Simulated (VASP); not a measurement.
Si, 2 atoms in the cell. Symmetry: I4_1/amd, No. 141, tetragonal system. Conventional cell: a = 3.799 Å, b = 3.799 Å, c = 6.214 Å, α = 90.00°, β = 90.00°, γ = 90.00°. Within 3.2 Å of Si (site symmetry -4m2) lie 4 Si at 2.45 Å.  This cell differs from its parent crystal: volume 22.420 Å^3 an atom, c/a of the conventional cell 1.1567.

```yaml
Program: VASP 6.6.1
Task: single point
Functional: PBE
Potentials_or_basis: VASP PAW PBE potentials, release 64 (Si)
Cutoff: 520 eV
k_mesh: 10 × 10 × 10
Occupations: gaussian, width 0.05 eV
Spin: no spin polarisation
Dipole_correction: no
Further_INCAR_settings: ALGO = Normal; EDIFF = 1e-06; NBANDS = 11
```

Potentials or basis: VASP PAW PBE potentials, release 64 (Si).

Command:

```sh
$ cat potpaw_PBE.64/Si/POTCAR > POTCAR
$ mpirun -np 1 vasp_std > vasp.out
```

Hardware: 1 thread of Intel Xeon 8259CL (shared host).

**Question.** How long does it take, and how much memory?

**Answer.** Wall time 48 s on 1 thread of Intel Xeon 8259CL (shared host), peak memory 0.18 GiB. Counts: scf iterations 11, k points 102.
